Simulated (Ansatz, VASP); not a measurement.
**Two plane-wave programs on C**

INCAR

```
ALGO = Normal
EDIFF = 1E-7
ENCUT = 520
GGA = PS
ISIF = 2
ISMEAR = 0
LASPH = True
LCHARG = False
LREAL = Auto
LWAVE = False
NBANDS = 43
NELM = 100
PREC = Accurate
SIGMA = 0.05
```

Contents of KPOINTS:

```
k-points
0
Gamma
  6 6 6
```

The input POSCAR:

```
C
1.0
    0.0000000000      3.5537981836     -3.5537981836
   -3.5537981836      0.0000000000     -3.5537981836
   -3.5537981836      3.5537981836      0.0000000000
C
15
Direct
    0.2500000000      0.7500000000      0.2500000000
    0.7500000000      0.2500000000      0.2500000000
    0.2500000000      0.2500000000      0.2500000000
    0.7500000000      0.7500000000      0.7500000000
    0.2500000000      0.7500000000      0.7500000000
    0.7500000000      0.2500000000      0.7500000000
    0.2500000000      0.2500000000      0.7500000000
    0.8750000000      0.3750000000      0.3750000000
    0.3750000000      0.3750000000      0.3750000000
    0.8951034069      0.8951034069      0.3347931863
    0.3750000000      0.8750000000      0.3750000000
    0.8750000000      0.3750000000      0.8750000000
    0.3750000000      0.3750000000      0.8750000000
    0.8750000000      0.8750000000      0.8750000000
    0.3750000000      0.8750000000      0.8750000000
```

Input for Ansatz:

```yaml
crystal:
  lattice:
    - [0.0, 3.5537981836, -3.5537981836]
    - [-3.5537981836, 0.0, -3.5537981836]
    - [-3.5537981836, 3.5537981836, 0.0]
  atoms:
    - { symbol: C, position: [0.25, 0.75, 0.25] }
    - { symbol: C, position: [0.75, 0.25, 0.25] }
    - { symbol: C, position: [0.25, 0.25, 0.25] }
    - { symbol: C, position: [0.75, 0.75, 0.75] }
    - { symbol: C, position: [0.25, 0.75, 0.75] }
    - { symbol: C, position: [0.75, 0.25, 0.75] }
    - { symbol: C, position: [0.25, 0.25, 0.75] }
    - { symbol: C, position: [0.875, 0.375, 0.375] }
    - { symbol: C, position: [0.375, 0.375, 0.375] }
    - { symbol: C, position: [0.8951034069, 0.8951034069, 0.3347931863] }
    - { symbol: C, position: [0.375, 0.875, 0.375] }
    - { symbol: C, position: [0.875, 0.375, 0.875] }
    - { symbol: C, position: [0.375, 0.375, 0.875] }
    - { symbol: C, position: [0.875, 0.875, 0.875] }
    - { symbol: C, position: [0.375, 0.875, 0.875] }
basis:
  ecutwfc: 420
kpoints:
  mp_grid: { grid: [6, 6, 6] }
hamiltonian:
  xc: pbesol
  pseudopotentials: { kind: paw, azcp: { folder: soft_1 } }
scf:
  occupations: { method: gaussian, width: 0.05 }
output:
  forces: true
  stress: true
  eigenvalues: true
  write_density: true
  write_potential: true
  elf: true
  volumetric_format: npy
```

Change from the starting cell: C vacancy; atom 10 moved 0.000 of the way to it and -0.175 Å across, host rigid.

Alike in both runs: task single point; functional PBEsol; k mesh 6 × 6 × 6; occupations gaussian, width 0.05 eV; no spin polarisation.

|  | VASP | Ansatz |
| --- | --- | --- |
| version | VASP 6.6.1 | Ansatz 0.2.0 |
| potentials or method | VASP PAW PBE potentials, release 64 (C), cutoff 520 eV | scalar-relativistic, plane waves, PAW |
| valence electrons in the cell | 60 | 60 |

|  | VASP | Ansatz | Ansatz less VASP |
| --- | --- | --- | --- |
| gap on the k mesh at the Fermi level (eV) | none | none | - |
| pressure (GPa) | -4.4 | -5.5 | -1.09 |
| traceless stress, the component that is largest in VASP (GPa) | 5.41 | 5.43 | +0.024 |
| rms of the force components (eV/Å) | 1.224 | 1.226 | +0.0026 |

VASP's potentials were made for PBE, not for PBEsol, and Ansatz warns of the same on its side. Atom by atom the forces differ by 0.015 eV/Å (rms over components). A gap of «none» marks a metal or a gap that the smearing closes. The functional is the same, so the differences come from potentials, cutoffs and numerics.
